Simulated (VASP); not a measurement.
Sb, 1 atom in the cell. Symmetry: I4/mmm, No. 139, tetragonal system. The conventional cell has a = 3.160 Å, b = 3.160 Å, c = 5.165 Å, α = 90.00°, β = 90.00°, γ = 90.00°. Sb (site symmetry 4/mmm) has 12 Sb at 3.16 to 3.41 Å within 4.2 Å. 

```yaml
Program: VASP 6.6.1
Task: single point
Functional: RPBE
Dispersion: D4
Potentials_or_basis: VASP PAW PBE potentials, release 64 (Sb)
Cutoff: 520 eV
k_mesh: 12 × 12 × 12
Occupations: fermi-dirac, width 0.05 eV
Spin: no spin polarisation
Dipole_correction: no
Further_INCAR_settings: ALGO = Normal; EDIFF = 1e-06; NBANDS = 8
```

Potentials or basis: VASP PAW PBE potentials, release 64 (Sb).

Command:

```bash
$ cat potpaw_PBE.64/Sb/POTCAR > POTCAR
$ mpirun -np 1 vasp_std > vasp.out
```

Hardware: 1 thread of AMD EPYC 9R45 (Zen 5) (shared host).

**Question.** How long does it take, and how much memory?

**Answer.** Run time: 24 s on 1 thread of AMD EPYC 9R45 (Zen 5), with other jobs on the host, peak memory 0.14 GiB. Counts: scf iterations 9, k points 163.
